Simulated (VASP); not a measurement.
A run of VASP 6.6.1:

The input INCAR:

```
SYSTEM = Nb
PREC = Accurate
ENCUT = 400
EDIFF = 1E-6
ISMEAR = 0
SIGMA = 0.1
LREAL = .False.
LASPH = .True.
NELM = 120
ALGO = Normal
ISIF = 2
LWAVE = .False.
LCHARG = .True.
LDIPOL = .True.
IDIPOL = 3
DIPOL = 0.5 0.5 0.399
GGA = PE
IVDW = 12
LELF = .True.
LVHAR = .True.
LVACPOTAV = .True.
NBANDS = 90
GGA_COMPAT = .False.
NELMDL = -8
```

Contents of KPOINTS:

```
Automatic mesh
0
Gamma
  4 4 1
  0 0 0
```

Contents of POSCAR:

```
Nb
1.0
    5.6581536282      0.0000000000      0.0000000000
   -1.8860512094      5.3345583993      0.0000000000
    0.0000000000      0.0000000000     25.7798630918
Nb
12
Direct
    0.2500000000      0.2500000000      0.3103197240
    0.2500000000      0.7500000000      0.3103197240
    0.7500000000      0.2500000000      0.3103197240
    0.7500000000      0.7500000000      0.3103197240
    0.5020380353      0.4981535976      0.3977140061
    0.5008538657     -0.0022809075      0.3985071536
    0.0024917413      0.4994200562      0.3985093705
    0.0010932761     -0.0008064972      0.3985896899
    0.7519532503      0.7430973145      0.4881879558
    0.7539735358      0.2464222173      0.4883373101
    0.2633163841      0.7371514659      0.4899171176
    0.2572925846      0.2484142124      0.4881767334
```

Potentials or basis: VASP PAW PBE potentials, release 64 (Nb_sv).

Run with:

```console
$ cat potpaw_PBE.64/Nb_sv/POTCAR > POTCAR
$ mpirun -np 1 vasp_std > vasp.out
```

Hardware: 1 thread of Intel(R) Xeon(R) Platinum 8259CL CPU @ 2.50GHz (Skylake/Cascade Lake), on a shared host.

Task: How long does it take, and how much memory?

Result: Run time: 35 min on 1 thread of Intel(R) Xeon(R) Platinum 8259CL CPU @ 2.50GHz (Skylake/Cascade Lake), on a shared host, peak memory 0.73 GiB. Counts: scf iterations 36, k points 10.
